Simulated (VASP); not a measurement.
A run of VASP 6.6.1:

File INCAR:

```
  ALGO = Fast
  EDIFF = 1E-6
  ENCUT = 520
  GGA = PS
  ISIF = 2
  ISMEAR = 0
  LASPH = T
  LCHARG = F
  LREAL = F
  LWAVE = F
  NBANDS = 20
  NELM = 80
  PREC = Accurate
  SIGMA = 0.15
```

Contents of KPOINTS:

```
k-points
0
Gamma
  18 18 16
```

Contents of POSCAR:

```
Ga
1.0
    1.4500000000     -4.0650000000      0.0000000000
    1.4500000000      4.0650000000      0.0000000000
    0.0000000000      0.0000000000      3.0115000000
Ga
2
Direct
    0.8670000000      0.1330000000      0.2500000000
    0.1330000000      0.8670000000      0.7500000000
```

Potentials or basis: VASP PAW PBE potentials, release 64 (Ga_d).

Command:

```bash
$ cat potpaw_PBE.64/Ga_d/POTCAR > POTCAR
$ mpirun -np 1 vasp_std > vasp.out
```

Hardware: 1 thread of Intel(R) Xeon(R) 6975P-C (Granite Rapids) (shared host).

**Question.** How long does it take, and how much memory?

**Answer.** Wall time 3.2 min on 1 thread of Intel(R) Xeon(R) 6975P-C (Granite Rapids), on a shared host, peak memory 0.53 GiB. Counts: scf iterations 12, k points 819.
